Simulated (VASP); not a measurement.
Wanted: the native input for a VASP 6.6.1 run.

| Property | Result |
| --- | --- |
| Task | single point |
| Functional | LDA |
| Potentials or basis | VASP PAW LDA potentials, release 64 (Ti_sv, Pt) |
| Cutoff | 520 eV |
| k mesh | 12 × 12 × 12 |
| Occupations | methfessel-paxton, width 0.1 eV |
| Spin | no spin polarisation |
| Dipole correction | no |
| Further INCAR settings | ALGO = Normal; EDIFF = 1e-07; NBANDS = 29 |

The structure of TiPt3 lies in POSCAR:

```
TiPt3
1.0
    3.8729266009      0.0000000000      0.0000000000
    0.0000000000      3.8729266009      0.0000000000
    0.0000000000      0.0000000000      3.8729266009
Ti Pt
1 3
Direct
    0.0000000000      0.0000000000      0.0000000000
    0.0000000000      0.5000000000      0.5000000000
    0.5000000000      0.0000000000      0.5000000000
    0.5000000000      0.5000000000      0.0000000000
```

The input as run:

INCAR

```
ALGO = Normal ; EDIFF = 1E-7
ENCUT = 520 ; GGA = CA
ISIF = 2 ; ISMEAR = 1
LASPH = T ; LCHARG = T
LELF = T ; LREAL = F
LVHAR = T ; LWAVE = F
NBANDS = 29 ; NELM = 80
PREC = Accurate ; SIGMA = 0.1
```

KPOINTS

```
k-points
0
Gamma
  12 12 12
```

Potentials or basis: VASP PAW LDA potentials, release 64 (Ti_sv, Pt).

Command:

```sh
$ cat potpaw_LDA.64/Ti_sv/POTCAR potpaw_LDA.64/Pt/POTCAR > POTCAR
$ mpirun -np 1 vasp_std > vasp.out
```

It gave:

The pressure is 0.8 GPa and the band gap on the k mesh is zero (bands 21 and 22 overlap by 1.87 eV).

Caveat: spin-orbit coupling is left out, which moves the levels of the heavy elements.

Wall time 2.5 min on 1 thread of AMD EPYC 7R13, on a shared host, peak memory 0.22 GiB.
